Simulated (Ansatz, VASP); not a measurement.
# HgTe: VASP beside Ansatz

```
Hg Te
1.0
     0.00000    2.58756    2.58756
     2.58756    0.00000    2.58756
     2.58756    2.58756    0.00000
Hg Te
1 1
Direct
  0.00000 0.00000 0.00000
  0.50000 0.50000 0.50000
```

Change from the starting cell: volume scaled by 0.64, PAW files.

Alike in both runs: task single point; functional PBEsol; k mesh 11 × 11 × 11; occupations fermi-dirac, width 0.1 eV; no spin polarisation.

|  | VASP | Ansatz |
| --- | --- | --- |
| version | VASP 6.6.1 | Ansatz 0.2.0 |
| potentials or method | VASP PAW PBE potentials, release 64 (Hg, Te) | PAW with Ansatz's default frozen-core files, scalar-relativistic |
| plane-wave cutoff (eV) | 520 | 420 |
| valence electrons in the cell | 18 | 36 |

```tsv
	VASP	Ansatz	Ansatz less VASP
pressure (GPa)	86.9	84.7	-2.16
```

VASP's potentials were made for PBE, not for PBEsol. Both programs put the cell under a high pressure, so it lies far from rest at this level. VASP's potentials hold 18 valence electrons a cell and Ansatz's 36, so a difference there can come from the potentials and not from the codes.

Spin-orbit coupling is off throughout. Noted on VASP's run: the cell as given lies far from equilibrium.
